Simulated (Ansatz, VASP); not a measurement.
## Ti3Al in VASP and in Ansatz

```xyz
4
Lattice="3.0418 0.0000 0.0000 -1.5209 2.6343 0.0000 0.0000 0.0000 9.0204" Properties=species:S:1:pos:R:3 pbc="T T T"
Ti    1.5209    0.8781    0.0000
Ti    0.0000    1.7562    6.7695
Ti    0.0000    1.7562    2.2510
Al    1.5209    0.8781    4.5102
```

Alike in both runs: task single point; functional PBE; k mesh 18 × 18 × 6; occupations gaussian, width 0.15 eV; no spin polarisation.

```csv
,VASP,Ansatz
version,VASP 6.6.1,Ansatz 0.2.0
potentials or method,"VASP PAW PBE potentials, release 64 (Ti_sv, Al), cutoff 520 eV","scalar-relativistic, plane waves, PAW"
valence electrons in the cell,39,39
```

|  | VASP | Ansatz | Ansatz less VASP |
| --- | --- | --- | --- |
| gap on the k mesh at the Fermi level (eV) | none | none | - |
| pressure (GPa) | -4.7 | -4.6 | +0.08 |
| traceless stress, the component that is largest in VASP (GPa) | 5.45 | 5.45 | +0.004 |
| rms of the force components (eV/Å) | 0.038 | 0.036 | -0.0026 |

Atom by atom the forces differ by 0.003 eV/Å (rms over components). A gap of «none» marks a metal or a gap that the smearing closes.
